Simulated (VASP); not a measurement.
# AlN (Pna2_1) in VASP: notebook

The runs below take AlN through single point, with r2SCAN.

Everything below comes from runs of VASP 6.6.1. Logs are shortened: lines on timing, memory, paths and dates and some standing lists are left out, and cuts for length are marked.

**1. The cell of the first run**

It takes space group Pna2_1 (No. 33, orthorhombic). Conventional cell: a = 5.381 Å, b = 3.107 Å, c = 4.978 Å, α = 90.00°, β = 90.00°, γ = 90.00°. Al (site symmetry 1) has 4 N at 1.86 to 1.97 Å within 2.5 Å. Within 2.5 Å of N (site symmetry 1) lie 4 Al at 1.86 to 1.97 Å.

**2. Single point, r2SCAN (atoms displaced along a vibrational mode)**

POSCAR reads:

```
AlN
1.0
   -3.1066653462      0.0000000000      0.0000000000
    0.0000000000      0.0000000000     -4.9784048411
    0.0000000000     -5.3809022217      0.0000000000
Al N
4 4
Direct
    0.4034334353      0.9983070980      0.1666666667
    0.0965665647      0.9983070980      0.6666666667
   -0.0965665647      0.4983070980      0.3333333333
    0.5965665647      0.4983070980      0.8333333333
    0.4131111283      0.6166929020      0.1666666667
    0.0868888717      0.6166929020      0.6666666667
   -0.0868888717      0.1166929020      0.3333333333
    0.5868888717      0.1166929020      0.8333333333
```

INCAR.step1 reads:

```
PREC = Accurate ; ENCUT = 520
ISMEAR = 0 ; SIGMA = 0.05
LREAL = F ; LASPH = T
NELM = 80 ; NBANDS = 26
GGA = PE ; ALGO = Normal
EDIFF = 1E-4 ; LWAVE = T
LCHARG = F
```

INCAR.step2 reads:

```
PREC = Accurate ; ENCUT = 520
EDIFF = 1E-6 ; ISMEAR = 0
SIGMA = 0.05 ; LREAL = F
LASPH = T ; NELM = 80
ALGO = Normal ; ISIF = 2
LWAVE = F ; LCHARG = F
METAGGA = R2SCAN ; LMIXTAU = T
NBANDS = 26 ; ISTART = 1
```

KPOINTS reads:

```
Automatic mesh
0
Gamma
  8 6 4
```

Potentials or basis: VASP PAW PBE potentials, release 64 (Al, N).

On the command line:

```sh
$ cat potpaw_PBE.64/Al/POTCAR potpaw_PBE.64/N/POTCAR > POTCAR
$ cp INCAR.step1 INCAR
$ mpirun -np 1 vasp_std > vasp.out
$ cp INCAR.step2 INCAR
$ mpirun -np 1 vasp_std > vasp.out
```

OUTCAR:

```text
PREC = Accurate
   ENCUT = 520
   EDIFF = 1E-6
   ISMEAR = 0
   LREAL = F
   LASPH = T
   NELM = 80
   ISIF = 2
   METAGGA = R2SCAN
   ISTART = 1

 ion  position               nearest neighbor table
   1  0.403  0.998  0.167-   7 1.86   5 1.90   7 1.91   8 1.97   2 2.85   2 2.85   3 3.07   3 3.07
                             3 3.07   3 3.07   4 3.13   4 3.13
   2  0.097  0.998  0.667-   8 1.86   6 1.90   8 1.91   7 1.97   1 2.85   1 2.85   4 3.07   4 3.07
                             4 3.07   4 3.07   3 3.13   3 3.13
   3  0.903  0.498  0.333-   5 1.86   7 1.90   5 1.91   6 1.97   4 2.85   4 2.85   1 3.07   1 3.07
                             1 3.07   1 3.07   2 3.13   2 3.13
   4  0.597  0.498  0.833-   6 1.86   8 1.90   6 1.91   5 1.97   3 2.85   3 2.85   2 3.07   2 3.07
                             2 3.07   2 3.07   1 3.13   1 3.13
   5  0.413  0.617  0.167-   3 1.86   1 1.90   3 1.91   4 1.97
   6  0.087  0.617  0.667-   4 1.86   2 1.90   4 1.91   3 1.97
   7  0.913  0.117  0.333-   1 1.86   3 1.90   1 1.91   2 1.97
   8  0.587  0.117  0.833-   2 1.86   4 1.90   2 1.91   1 1.97

  LATTYP: Found a simple orthorhombic cell.
 ALAT       =     3.1066653462
 B/A-ratio  =     1.6024915098
 C/A-ratio  =     1.7320508076

  Lattice vectors:

 A1 = (  -3.1066653462,   0.0000000000,   0.0000000000)
 A2 = (   0.0000000000,   0.0000000000,  -4.9784048411)
 A3 = (   0.0000000000,  -5.3809022217,   0.0000000000)

Analysis of symmetry for initial positions (statically):
=====================================================================
 Subroutine PRICEL returns:
 Original cell was already a primitive cell.

 Routine SETGRP: Setting up the symmetry group for a
 simple orthorhombic supercell.

 Subroutine GETGRP returns: Found  4 space group operations
 (whereof  1 operations were pure point group operations)
 out of a pool of  8 trial point group operations.

The static configuration has the point symmetry C_1 .
 The point group associated with its full space group is C_2v.

Analysis of symmetry for dynamics (positions and initial velocities):
=====================================================================
 Subroutine PRICEL returns:
 Original cell was already a primitive cell.

 Routine SETGRP: Setting up the symmetry group for a
 simple orthorhombic supercell.

 Subroutine GETGRP returns: Found  4 space group operations
 (whereof  1 operations were pure point group operations)
 out of a pool of  8 trial point group operations.

The dynamic configuration has the point symmetry C_1 .
 The point group associated with its full space group is C_2v.

 Subroutine INISYM returns: Found  4 space group operations
 (whereof  1 operations are pure point group operations),
 and found     1 'primitive' translations

----------------------------------------------------------------------------------------

                                     Primitive cell

  volume of cell :      83.2223

  direct lattice vectors                    reciprocal lattice vectors
    -3.106665346  0.000000000  0.000000000    -0.321888549  0.000000000  0.000000000
     0.000000000  0.000000000 -4.978404841     0.000000000  0.000000000 -0.200867553
     0.000000000 -5.380902222  0.000000000     0.000000000 -0.185842440  0.000000000

  length of vectors
     3.106665346  4.978404841  5.380902222     0.321888549  0.200867553  0.185842440

  position of ions in fractional coordinates (direct lattice)
     0.403433435  0.998307098  0.166666667
     0.096566565  0.998307098  0.666666667
     0.903433435  0.498307098  0.333333333
     0.596566565  0.498307098  0.833333333
     0.413111128  0.616692902  0.166666667
     0.086888872  0.616692902  0.666666667
     0.913111128  0.116692902  0.333333333
     0.586888872  0.116692902  0.833333333

  ion indices of the primitive-cell ions
   primitive index   ion index
                 1           1
                 2           2
                 3           3
                 4           4
                 5           5
                 6           6
                 7           7
                 8           8

----------------------------------------------------------------------------------------

 KPOINTS: Automatic mesh

Automatic generation of k-mesh.
 Grid dimensions read from file:
 generate k-points for:    8    6    4

 Generating k-lattice:

  Cartesian coordinates                     Fractional coordinates (reciprocal lattice)
    -0.040236069  0.000000000  0.000000000     0.125000000  0.000000000  0.000000000
     0.000000000  0.000000000 -0.033477926     0.000000000  0.166666667  0.000000000
     0.000000000 -0.046460610  0.000000000     0.000000000  0.000000000  0.250000000

  Length of vectors
     0.040236069  0.033477926  0.046460610

  Shift w.r.t. Gamma in fractional coordinates (k-lattice)
     0.000000000  0.000000000  0.000000000

 Subroutine IBZKPT returns following result:
 ===========================================

 Found     60 irreducible k-points:

 Following reciprocal coordinates:
            Coordinates               Weight
  0.000000  0.000000  0.000000      1.000000
  0.125000  0.000000  0.000000      2.000000
  0.250000  0.000000  0.000000      2.000000
  0.375000  0.000000  0.000000      2.000000
  0.500000  0.000000  0.000000      1.000000
  0.000000  0.166667  0.000000      2.000000
[... 16 lines left out ...]
  0.250000  0.000000  0.250000      4.000000
  0.375000  0.000000  0.250000      4.000000
 [... further k-points ...]
   k-points           NKPTS =     60   k-points in BZ     NKDIM =     60   number of bands    NBANDS=     26
   number of dos      NEDOS =    301   number of ions     NIONS =      8
   total plane-waves  NPLWV =  38400
   dimension x,y,z NGX =    24 NGY =   40 NGZ =   40
   dimension x,y,z NGXF=    48 NGYF=   80 NGZF=   80
   ions per type =               4   4
   NGX,Y,Z   is equivalent  to a cutoff of  12.84, 13.36, 12.36 a.u.
   NGXF,Y,Z  is equivalent  to a cutoff of  25.69, 26.71, 24.72 a.u.
 SYSTEM =  unknown system
   PREC   = accura    normal or accurate (medium, high low for compatibility)
   ISTART =      1    job   : 0-new  1-cont  2-samecut
   ICHARG =      0    charge: 1-file 2-atom 10-const
   ISPIN  =      1    spin polarized calculation?
   LNONCOLLINEAR =      F non collinear calculations
   LSORBIT =      F    spin-orbit coupling
   LASPH  =      T    aspherical Exc in radial PAW
   ENCUT  =  520.0 eV  38.22 Ry    6.18 a.u.   5.78  9.26 10.00*2*pi/ulx,y,z
   NELM   =     80;   NELMIN=  2; NELMDL=  0     # of ELM steps
   EDIFF  = 0.1E-05   stopping-criterion for ELM
   LREAL  =      F    real-space projection
[... 7 lines left out ...]
   TEBEG  =    0.0;   TEEND  =   0.0 temperature during run
   PSTRESS=    0.0 pullay stress
   NELECT =      32.0000    total number of electrons
   NUPDOWN=      -1.0000    fix difference up-down
   EMIN   =  10.00;   EMAX   =-10.00  energy-range for DOS
   EFERMI =   0.00;   METHOD = LEGACY
   ISMEAR =     0;   SIGMA  =   0.05  broadening in eV -4-tet -1-fermi 0-gaus
   EFERMI_NEDOS =   21; number of points for ismear=-14 and -15
   IALGO  =     38    algorithm
   IMIX   =      4    mixing-type and parameters
     AMIX     =   0.40;   BMIX     =  1.00
     AMIX_MAG =   1.60;   BMIX_MAG =  1.00
  volume/ion in A,a.u.               =      10.40        70.20
  Fermi-wavevector in a.u.,A,eV,Ry     =   1.190451  2.249626 19.281821  1.417174
  Thomas-Fermi vector in A             =   2.326535
   LORBIT       =      0    0 simple, 1 ext, 2 COOP (PROOUT), +10 PAW based schemes
   METAGGA = R2SCAN    functional components
   LHFCALC =     F    Hartree Fock is set to
   AEXX    =    0.0000 exact exchange contribution
   IVDW    =     0    specifies the selected vdW correction
   LEPSILON=     F    determine dielectric tensor
   LRPA    =     F    only Hartree local field effects (RPA)
 non-spin polarized calculation
 Gauss-broadening in eV      SIGMA  =   0.05
  energy-cutoff  :      520.00
  volume of cell :       83.22
 maximum number of plane-waves:      2264
 NGX is ok and might be reduce to    24
   NGX = 11   NGY = 19   NGZ = 21

 number of electron      31.9999999 magnetization

 Free energy of the ion-electron system (eV)
  ---------------------------------------------------
  ext. energy  EPLUGINS =         0.00000000
  ---------------------------------------------------
  free energy    TOTEN  =       -75.50775691 eV

  energy without entropy =      -75.50775691  energy(sigma->0) =      -75.50775691

 E-fermi :   6.4644     XC(G=0): -11.4588

 val. band max:        6.2287762158   @ k =   0.0000   0.0000   0.0000
 cond. band min:      10.4697003129   @ k =   0.0000   0.0000   0.0000
 fundamental gap:      4.2409240970
 Fermi energy:         6.4644486061

 k-point     1 :       0.0000    0.0000    0.0000
  band No.  band energies     occupation
      1      -9.9735      2.00000
      2      -7.9870      2.00000
      3      -7.8546      2.00000
      4      -7.2202      2.00000
      5      -0.0882      2.00000
      6       0.4569      2.00000
[... 18 lines left out ...]
     25      17.6371      0.00000
     26      17.9347      0.00000

 k-point     2 :       0.1250    0.0000    0.0000
  band No.  band energies     occupation
      1      -9.8214      2.00000
      2      -7.8883      2.00000
      3      -7.7812      2.00000
      4      -7.1966      2.00000
      5       0.0932      2.00000
      6       0.6007      2.00000
[... 18 lines left out ...]
     25      17.2997      0.00000
[... 608 lines left out ...]
     25      17.2066      0.00000
     26      17.7860      0.00000

 k-point    24 :       0.3750    0.0000    0.2500
  band No.  band energies     occupation
      1      -8.6132      2.00000
      2      -7.7875      2.00000
      3      -7.3883      2.00000
      4      -7.1246      2.00000
      5       0.7675      2.00000
      6       1.1675      2.00000
[... 18 lines left out ...]
     25      17.2342      0.00000
     26      17.8550      0.00000

 [... further k-points ...]

------------------------ aborting loop because EDIFF is reached ----------------------------------------

  FORCE on cell =-STRESS in cart. coord.  units (eV):
  Direction    XX          YY          ZZ          XY          YZ          ZX
  --------------------------------------------------------------------------------------
  -------------------------------------------------------------------------------------
  Total       -4.6423031      1.7632817     -1.7457294      0.0000000      0.0000000      0.0000000
  in kB      -89.3725800     33.9463049    -33.6083908      0.0000000      0.0000000      0.0000000
  external PRESSURE =     -29.6782220 kB  Pullay stress =       0.0000000 kB

 VOLUME and BASIS-vectors are now :
 -----------------------------------------------------------------------------
  energy-cutoff  :      520.00
  volume of cell :       83.22
      direct lattice vectors                 reciprocal lattice vectors
    -3.106665346  0.000000000  0.000000000    -0.321888549  0.000000000  0.000000000
     0.000000000  0.000000000 -4.978404841     0.000000000  0.000000000 -0.200867553
     0.000000000 -5.380902222  0.000000000     0.000000000 -0.185842440  0.000000000

 POSITION                                       TOTAL-FORCE (eV/Angst)
 -----------------------------------------------------------------------------------
     -1.25333     -0.89682     -4.96998        -1.558969      0.547684     -0.084201
     -0.30000     -3.58727     -4.96998         1.558969      0.547684     -0.084201
     -2.80667     -1.79363     -2.48077        -1.558969     -0.547684     -0.084201
     -1.85333     -4.48409     -2.48077         1.558969     -0.547684     -0.084201
     -1.28340     -0.89682     -3.07015        -0.811587      0.630257      0.084201
     -0.26993     -3.58727     -3.07015         0.811587      0.630257      0.084201
     -2.83673     -1.79363     -0.58094        -0.811587     -0.630257      0.084201
     -1.82327     -4.48409     -0.58094         0.811587     -0.630257      0.084201
 -----------------------------------------------------------------------------------
    total drift:                               -0.000000      0.000001     -0.005010

  FREE ENERGIE OF THE ION-ELECTRON SYSTEM (eV)
  ---------------------------------------------------
  free  energy   TOTEN  =       -75.5077569131 eV

  energy  without entropy=      -75.5077569131  energy(sigma->0) =      -75.50775691
```

It took 8.2 min on 1 thread of Intel Xeon 8259CL, shared host; peak memory 0.25 GiB.

What came out:

- Free energy: -75.5078 eV
- Pressure: -3.0 GPa
- Largest force: 1.655 eV/Å
- Band gap on the k mesh: 4.24 eV

Forces on the atoms (eV/Å):
```
Al  -1.559  0.548 -0.084
Al   1.559  0.548 -0.084
Al  -1.559 -0.548 -0.084
Al   1.559 -0.548 -0.084
N   -0.812  0.630  0.084
N    0.812  0.630  0.084
N   -0.812 -0.630  0.084
N    0.812 -0.630  0.084
```

Stress tensor (GPa, compression positive):
```
-8.94  0.00  0.00
 0.00  3.39  0.00
 0.00  0.00 -3.36
```

Caveat: the cell differs from its parent crystal (atoms displaced along a vibrational mode); the stress differs along the axes, from -9 to 3 GPa; the PAW data sets were made with another functional, which shifts forces and pressure a little. A k mesh can miss the band edges.

[end of part 1 of 3]
